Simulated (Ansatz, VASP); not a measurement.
**One calculation of InSb, two programs**

File INCAR:

```
SYSTEM = InSb
PREC = Accurate
ENCUT = 520
EDIFF = 1E-6
ISMEAR = 0
SIGMA = 0.15
LREAL = .False.
LASPH = .True.
NELM = 60
ALGO = Normal
ISIF = 2
LWAVE = .False.
LCHARG = .True.
GGA = PE
LELF = .True.
LVHAR = .True.
NBANDS = 16
```

Contents of KPOINTS:

```
regular mesh
0
Gamma
  18 18 10
  0 0 0
```

Contents of POSCAR:

```
InSb
1.0
    3.0766560000      0.0000000000      0.0000000000
    0.0000000000      3.0766560000      0.0000000000
    0.0000000000      0.0000000000      6.2154700000
In Sb
1 1
Direct
    0.0000000000      0.0000000000      0.0000000000
    0.0000000000      0.0000000000      0.5000000000
```

Input for Ansatz:

```yaml
crystal:
  lattice:
    - [3.076656, 0.0, 0.0]
    - [0.0, 3.076656, 0.0]
    - [0.0, 0.0, 6.21547]
  atoms:
    - { symbol: In, position: [0.0, 0.0, 0.0] }
    - { symbol: Sb, position: [0.0, 0.0, 0.5] }
basis:
  ecutwfc: 420
kpoints:
  mp_grid: { grid: [18, 18, 10] }
hamiltonian:
  xc: pbe
scf:
  occupations: { method: gaussian, width: 0.15 }
output:
  forces: true
  stress: true
  eigenvalues: true
  write_density: true
  write_potential: true
  elf: true
  volumetric_format: npy
```

Alike in both runs: task single point; functional PBE; k mesh 18 × 18 × 10; occupations gaussian, width 0.15 eV; no spin polarisation.

|  | VASP | Ansatz |
| --- | --- | --- |
| version | VASP 6.6.1 | Ansatz 0.2.0 |
| potentials or method | VASP PAW PBE potentials, release 64 (In_d, Sb), cutoff 520 eV | scalar-relativistic, plane waves, PAW |
| valence electrons in the cell | 18 | 28 |

|  | VASP | Ansatz | Ansatz less VASP |
| --- | --- | --- | --- |
| gap on the k mesh at the Fermi level (eV) | none | none | - |
| pressure (GPa) | 0.5 | 0.5 | +0.03 |
| traceless stress, the component that is largest in VASP (GPa) | -0.37 | -0.37 | +0.005 |

A gap of «none» marks a metal or a gap that the smearing closes. The functional is the same, so the differences come from potentials, cutoffs and numerics. VASP's potentials hold 18 valence electrons a cell and Ansatz's 28, so a difference there can come from the potentials and not from the codes.

Spin-orbit coupling is off throughout.
